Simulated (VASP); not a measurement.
## PbF2: single point with PBEsol

PbF2:

```xyz
3
Lattice="0.0000 3.2263 2.5165 3.2263 0.0000 2.5165 3.2263 3.2263 0.0000" Properties=species:S:1:pos:R:3 pbc="T T T"
Pb    0.0000    0.0000    0.0000
F     1.6131    1.6131    1.2583
F     4.8394    4.8394    3.7748
```

This cell differs from its parent crystal: ratio of the length along z to the lengths across it x 0.78, volume and fractional coordinates fixed.

* Program: VASP 6.6.1
* Task: single point
* Functional: PBEsol
* Potentials or basis: VASP PAW PBE potentials, release 64 (Pb_d, F)
* Cutoff: 520 eV
* k mesh: 8 × 8 × 8
* Occupations: gaussian, width 0.05 eV
* Spin: no spin polarisation
* Dipole correction: no
* Further INCAR settings: ALGO = Normal; EDIFF = 1e-06; NBANDS = 21

```yaml
Pressure: -2.9 GPa
Band_gap_on_the_k_mesh: 3.40 eV, indirect (least direct gap 3.92 eV)
```

Stress tensor (GPa, compression positive):
```
-8.15  0.00  0.00
 0.00 -8.15  0.00
 0.00  0.00  7.75
```

Levels at points of the mesh, in eV from the valence-band top:
```
           k point  band 11  band 12  band 13  band 14  band 15  band 16  band 17  band 18
(0.00, 0.00, 0.00)    -2.60    -2.31    -2.31    -0.73     5.81     6.82     6.82    10.19
(0.50, 0.00, 0.00)    -2.36    -2.33    -2.02    -0.42     4.00     6.93     7.13    12.10
(0.50, 0.50, 0.00)    -1.75    -1.75    -1.60    -0.60     3.76     6.94     6.94     8.67
(0.50, 0.00, 0.50)    -2.09    -1.80    -0.60    -0.23     3.68     6.65     7.84     8.42
```

Run time: 31 s on 1 thread of Intel(R) Xeon(R) Platinum 8559C (Emerald Rapids), with other jobs on the host, peak memory 0.21 GiB.

Caveat: the PAW data sets were made with another functional, which shifts forces and pressure a little; spin-orbit coupling is left out, which moves the levels of the heavy elements. A k mesh can miss the band edges.
